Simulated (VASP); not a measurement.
# SiC (P6_3mc) in VASP: further runs

The runs below take SiC through single point, relaxation of cell and atoms, with revPBE, RPBE.

All numbers are computed with VASP 6.6.1; they aren't measurements. Logs are shortened: lines on timing, memory, paths and dates and some standing lists are left out, and cuts for length are marked.

**1. The cell of the first run**

The structure is hexagonal, space group P6_3mc (No. 186). The conventional cell has a = 3.076 Å, b = 3.076 Å, c = 10.071 Å, α = 90.00°, β = 90.00°, γ = 120.00°. Within 2.5 Å of Si (site symmetry 3m) lie 4 C at 1.88 to 1.89 Å. Within 2.5 Å of Si (site symmetry 3m) lie 4 C at 1.88 to 1.89 Å. Within 2.5 Å of C (site symmetry 3m) lie 4 Si at 1.88 to 1.89 Å. C (site symmetry 3m) has 4 Si at 1.88 to 1.89 Å within 2.5 Å.

**2. Single point, revPBE**

File INCAR:

```
SYSTEM = SiC
ALGO = Normal
EDIFF = 1E-6
ENCUT = 520
GGA = RE
ISIF = 2
ISMEAR = -1
LASPH = .TRUE.
LCHARG = .FALSE.
LREAL = .FALSE.
LWAVE = .FALSE.
NBANDS = 26
NELM = 80
PREC = Accurate
SIGMA = 0.05
```

File KPOINTS:

```
k-points
0
G
  10 10 3
  0 0 0
```

File POSCAR:

```
SiC
1.0
    3.0756941497      0.0000000000      0.0000000000
   -1.5378470748      2.6636292679      0.0000000000
    0.0000000000      0.0000000000     10.0706464800
Si C
4 4
Direct
    0.0000000000      0.0000000000      0.1878943800
    0.0000000000      0.0000000000      0.6878943800
    0.3333333333      0.6666666667      0.4378419800
    0.6666666667      0.3333333333      0.9378419800
    0.0000000000      0.0000000000      0.0004600500
    0.0000000000      0.0000000000      0.5004600500
    0.3333333333      0.6666666667      0.2498025900
    0.6666666667      0.3333333333      0.7498025900
```

Potentials or basis: VASP PAW PBE potentials, release 64 (Si, C).

Started as:

```
cat potpaw_PBE.64/Si/POTCAR potpaw_PBE.64/C/POTCAR > POTCAR
mpirun -np 1 vasp_std > vasp.out
```

OUTCAR:

```text
SYSTEM = SiC
   EDIFF = 1E-6
   ENCUT = 520
   GGA = RE
   ISIF = 2
   ISMEAR = -1
   LASPH = .TRUE.
   LREAL = .FALSE.
   NELM = 80
   PREC = Accurate

 ion  position               nearest neighbor table
   1  0.000  0.000  0.188-   7 1.88   7 1.88   7 1.88   5 1.89   3 3.08   3 3.08   3 3.08   4 3.08
                             4 3.08   4 3.08
   2  0.000  0.000  0.688-   8 1.88   8 1.88   8 1.88   6 1.89   4 3.08   4 3.08   4 3.08   3 3.08
                             3 3.08   3 3.08
   3  0.333  0.667  0.438-   6 1.88   6 1.88   6 1.88   7 1.89   1 3.08   1 3.08   1 3.08   2 3.08
                             2 3.08   2 3.08
   4  0.667  0.333  0.938-   5 1.88   5 1.88   5 1.88   8 1.89   2 3.08   2 3.08   2 3.08   1 3.08
                             1 3.08   1 3.08
   5  0.000  0.000  0.000-   4 1.88   4 1.88   4 1.88   1 1.89
   6  0.000  0.000  0.500-   3 1.88   3 1.88   3 1.88   2 1.89
   7  0.333  0.667  0.250-   1 1.88   1 1.88   1 1.88   3 1.89
   8  0.667  0.333  0.750-   2 1.88   2 1.88   2 1.88   4 1.89

  LATTYP: Found a hexagonal cell.
 ALAT       =     3.0756941497
 C/A-ratio  =     3.2742678530

  Lattice vectors:

 A1 = (   3.0756941497,   0.0000000000,   0.0000000000)
 A2 = (  -1.5378470748,   2.6636292679,   0.0000000000)
 A3 = (   0.0000000000,   0.0000000000,  10.0706464800)

Analysis of symmetry for initial positions (statically):
=====================================================================
 Subroutine PRICEL returns:
 Original cell was already a primitive cell.

 Routine SETGRP: Setting up the symmetry group for a
 hexagonal supercell.

 Subroutine GETGRP returns: Found 12 space group operations
 (whereof  6 operations were pure point group operations)
 out of a pool of 24 trial point group operations.

The static configuration has the point symmetry C_3v.
 The point group associated with its full space group is C_6v.

Analysis of symmetry for dynamics (positions and initial velocities):
=====================================================================
 Subroutine PRICEL returns:
 Original cell was already a primitive cell.

 Routine SETGRP: Setting up the symmetry group for a
 hexagonal supercell.

 Subroutine GETGRP returns: Found 12 space group operations
 (whereof  6 operations were pure point group operations)
 out of a pool of 24 trial point group operations.

The dynamic configuration has the point symmetry C_3v.
 The point group associated with its full space group is C_6v.

 Subroutine INISYM returns: Found 12 space group operations
 (whereof  6 operations are pure point group operations),
 and found     1 'primitive' translations

----------------------------------------------------------------------------------------

                                     Primitive cell

  volume of cell :      82.5039

  direct lattice vectors                    reciprocal lattice vectors
     3.075694150  0.000000000  0.000000000     0.325129857  0.187713811  0.000000000
    -1.537847075  2.663629268  0.000000000     0.000000000  0.375427621  0.000000000
     0.000000000  0.000000000 10.070646480     0.000000000  0.000000000  0.099298491

  length of vectors
     3.075694150  3.075694150 10.070646480     0.375427621  0.375427621  0.099298491

  position of ions in fractional coordinates (direct lattice)
     0.000000000  0.000000000  0.187894380
     0.000000000  0.000000000  0.687894380
     0.333333333  0.666666667  0.437841980
     0.666666667  0.333333333  0.937841980
     0.000000000  0.000000000  0.000460050
     0.000000000  0.000000000  0.500460050
     0.333333333  0.666666667  0.249802590
     0.666666667  0.333333333  0.749802590

  ion indices of the primitive-cell ions
   primitive index   ion index
                 1           1
                 2           2
                 3           3
                 4           4
                 5           5
                 6           6
                 7           7
                 8           8

----------------------------------------------------------------------------------------

 KPOINTS: k-points

Automatic generation of k-mesh.
 Grid dimensions read from file:
 generate k-points for:   10   10    3

 Generating k-lattice:

  Cartesian coordinates                     Fractional coordinates (reciprocal lattice)
     0.032512986  0.018771381  0.000000000     0.100000000  0.000000000  0.000000000
     0.000000000  0.037542762  0.000000000     0.000000000  0.100000000  0.000000000
     0.000000000  0.000000000  0.033099497     0.000000000  0.000000000  0.333333333

  Length of vectors
     0.037542762  0.037542762  0.033099497

  Shift w.r.t. Gamma in fractional coordinates (k-lattice)
     0.000000000  0.000000000  0.000000000

 Subroutine IBZKPT returns following result:
 ===========================================

 Found     28 irreducible k-points:

 Following reciprocal coordinates:
            Coordinates               Weight
  0.000000  0.000000  0.000000      1.000000
  0.100000  0.000000  0.000000      6.000000
  0.200000  0.000000  0.000000      6.000000
  0.300000  0.000000  0.000000      6.000000
  0.400000  0.000000  0.000000      6.000000
  0.500000  0.000000  0.000000      3.000000
[... 16 lines left out ...]
  0.300000  0.100000  0.333333     24.000000
  0.400000  0.100000  0.333333     24.000000
 [... further k-points ...]
   k-points           NKPTS =     28   k-points in BZ     NKDIM =     28   number of bands    NBANDS=     26
   number of dos      NEDOS =    301   number of ions     NIONS =      8
   total plane-waves  NPLWV =  46080
   dimension x,y,z NGX =    24 NGY =   24 NGZ =   80
   dimension x,y,z NGXF=    48 NGYF=   48 NGZF=  160
   ions per type =               4   4
   NGX,Y,Z   is equivalent  to a cutoff of  12.97, 12.97, 13.21 a.u.
   NGXF,Y,Z  is equivalent  to a cutoff of  25.94, 25.94, 26.41 a.u.
 SYSTEM =  SiC
   PREC   = accura    normal or accurate (medium, high low for compatibility)
   ISTART =      0    job   : 0-new  1-cont  2-samecut
   ICHARG =      2    charge: 1-file 2-atom 10-const
   ISPIN  =      1    spin polarized calculation?
   LNONCOLLINEAR =      F non collinear calculations
   LSORBIT =      F    spin-orbit coupling
   LASPH  =      T    aspherical Exc in radial PAW
   ENCUT  =  520.0 eV  38.22 Ry    6.18 a.u.   5.72  5.72 18.72*2*pi/ulx,y,z
   NELM   =     80;   NELMIN=  2; NELMDL= -5     # of ELM steps
   EDIFF  = 0.1E-05   stopping-criterion for ELM
   LREAL  =      F    real-space projection
   EDIFFG = 0.1E-04   stopping-criterion for IOM
   NSW    =      0    number of steps for IOM
   IBRION =     -1    ionic relax: 0-MD 1-quasi-New 2-CG
   NFREE  =      0    steps in history (QN), initial steepest desc. (CG)
   ISIF   =      2    stress and relaxation
   ISYM   =      2    0-nonsym 1-usesym 2-fastsym
   POTIM  = 0.5000    time-step for ionic-motion
   TEBEG  =    0.0;   TEEND  =   0.0 temperature during run
   PSTRESS=    0.0 pullay stress
   NELECT =      32.0000    total number of electrons
   NUPDOWN=      -1.0000    fix difference up-down
   EMIN   =  10.00;   EMAX   =-10.00  energy-range for DOS
   EFERMI =   0.00;   METHOD = LEGACY
   ISMEAR =    -1;   SIGMA  =   0.05  broadening in eV -4-tet -1-fermi 0-gaus
   EFERMI_NEDOS =   21; number of points for ismear=-14 and -15
   IALGO  =     38    algorithm
   IMIX   =      4    mixing-type and parameters
     AMIX     =   0.40;   BMIX     =  1.00
     AMIX_MAG =   1.60;   BMIX_MAG =  1.00
  volume/ion in A,a.u.               =      10.31        69.60
  Fermi-wavevector in a.u.,A,eV,Ry     =   1.193897  2.256138 19.393597  1.425389
  Thomas-Fermi vector in A             =   2.329900
   LORBIT       =      0    0 simple, 1 ext, 2 COOP (PROOUT), +10 PAW based schemes
   GGA     = RE    functional components
   LHFCALC =     F    Hartree Fock is set to
   AEXX    =    0.0000 exact exchange contribution
   IVDW    =     0    specifies the selected vdW correction
   LEPSILON=     F    determine dielectric tensor
   LRPA    =     F    only Hartree local field effects (RPA)
 non-spin polarized calculation
  energy-cutoff  :      520.00
  volume of cell :       82.50
 maximum number of plane-waves:      2248
 NGX is ok and might be reduce to    24
   NGX = 11   NGY = 11   NGZ = 37

 number of electron      32.0000000 magnetization

 Free energy of the ion-electron system (eV)
  ---------------------------------------------------
  ext. energy  EPLUGINS =         0.00000000
  ---------------------------------------------------
  free energy    TOTEN  =       -57.76730954 eV

  energy without entropy =      -57.76730954  energy(sigma->0) =      -57.76730954

 E-fermi :   9.3275     XC(G=0): -11.3210

 val. band max:        8.2777856693   @ k =   0.0000   0.0000   0.0000
 cond. band min:      10.5102255524   @ k =   0.5000   0.0000   0.0000
 fundamental gap:      2.2324398831
 Fermi energy:         9.3275436471

 k-point     1 :       0.0000    0.0000    0.0000
  band No.  band energies     occupation
      1      -7.2433      2.00000
      2      -6.0657      2.00000
      3      -6.0279      2.00000
      4      -3.6813      2.00000
      5      -0.3376      2.00000
      6       3.8887      2.00000
[... 18 lines left out ...]
     25      15.7287      0.00000
     26      16.3685      0.00000

 k-point     2 :       0.1000    0.0000    0.0000
  band No.  band energies     occupation
      1      -7.0695      2.00000
      2      -5.8979      2.00000
      3      -5.8593      2.00000
      4      -3.5353      2.00000
      5      -0.1780      2.00000
      6       3.9373      2.00000
[... 18 lines left out ...]
     25      15.9126      0.00000
[... 608 lines left out ...]
     25      16.6186      0.00000
     26      17.6399      0.00000

 k-point    24 :       0.4000    0.1000    0.3333
  band No.  band energies     occupation
      1      -3.9090      2.00000
      2      -3.6210      2.00000
      3      -2.7252      2.00000
      4      -2.3573      2.00000
      5       0.1441      2.00000
      6       0.4949      2.00000
[... 18 lines left out ...]
     25      16.2864      0.00000
     26      17.1789      0.00000

 [... further k-points ...]

------------------------ aborting loop because EDIFF is reached ----------------------------------------

  FORCE on cell =-STRESS in cart. coord.  units (eV):
  Direction    XX          YY          ZZ          XY          YZ          ZX
  --------------------------------------------------------------------------------------
  -------------------------------------------------------------------------------------
  Total        3.1092126      3.1092126      3.0142150      0.0000000      0.0000000      0.0000000
  in kB       60.3791129     60.3791129     58.5343135      0.0000000      0.0000000      0.0000000
  external PRESSURE =      59.7641798 kB  Pullay stress =       0.0000000 kB

 VOLUME and BASIS-vectors are now :
 -----------------------------------------------------------------------------
  energy-cutoff  :      520.00
  volume of cell :       82.50
      direct lattice vectors                 reciprocal lattice vectors
     3.075694150  0.000000000  0.000000000     0.325129857  0.187713811  0.000000000
    -1.537847075  2.663629268  0.000000000     0.000000000  0.375427621  0.000000000
     0.000000000  0.000000000 10.070646480     0.000000000  0.000000000  0.099298491

 POSITION                                       TOTAL-FORCE (eV/Angst)
 -----------------------------------------------------------------------------------
      0.00000      0.00000      1.89222         0.000000      0.000000      0.005925
      0.00000      0.00000      6.92754        -0.000000     -0.000000      0.005925
     -0.00000      1.77575      4.40935        -0.000000      0.000000     -0.008758
      1.53785      0.88788      9.44468         0.000000     -0.000000     -0.008758
      0.00000      0.00000      0.00463        -0.000000     -0.000000     -0.003917
      0.00000      0.00000      5.03996         0.000000      0.000000     -0.003917
     -0.00000      1.77575      2.51567         0.000000      0.000000      0.006750
      1.53785      0.88788      7.55100        -0.000000     -0.000000      0.006750
 -----------------------------------------------------------------------------------
    total drift:                               -0.000000     -0.000000      0.000057

  FREE ENERGIE OF THE ION-ELECTRON SYSTEM (eV)
  ---------------------------------------------------
  free  energy   TOTEN  =       -57.7673095371 eV

  energy  without entropy=      -57.7673095370  energy(sigma->0) =      -57.76730954
```

Wall time 79 s (1 thread of Intel Xeon 8259CL, shared host); peak memory 0.21 GiB.

What came out:

```yaml
Free_energy: -57.7673 eV
Pressure: 6.0 GPa
Largest_force: 0.009 eV/Å
Band_gap_on_the_k_mesh: 2.23 eV (least direct gap 3.35 eV)
```

Forces in eV/Å, atoms in the order of the input:
```
Si   0.000  0.000  0.006
Si   0.000  0.000  0.006
Si   0.000  0.000 -0.009
Si   0.000  0.000 -0.009
C    0.000  0.000 -0.004
C    0.000  0.000 -0.004
C    0.000  0.000  0.007
C    0.000  0.000  0.007
```

Levels at points of the mesh, in eV from the valence-band top:
```csv
k point,band 12,band 13,band 14,band 15,band 16,band 17,band 18,band 19,band 20,band 21
"(0.00, 0.00, 0.00)",-0.58,-0.58,-0.05,0.00,0.00,5.14,5.72,6.33,6.37,7.02
"(0.50, 0.00, 0.00)",-2.39,-2.36,-2.22,-1.57,-1.12,2.23,2.37,4.26,4.79,5.34
```

Caveat: the cell stands under pressure; the PAW data sets were made with another functional, which shifts forces and pressure a little; an odd mesh through Γ misses points on the zone boundary, where band edges can lie.

[end of part 1 of 2]
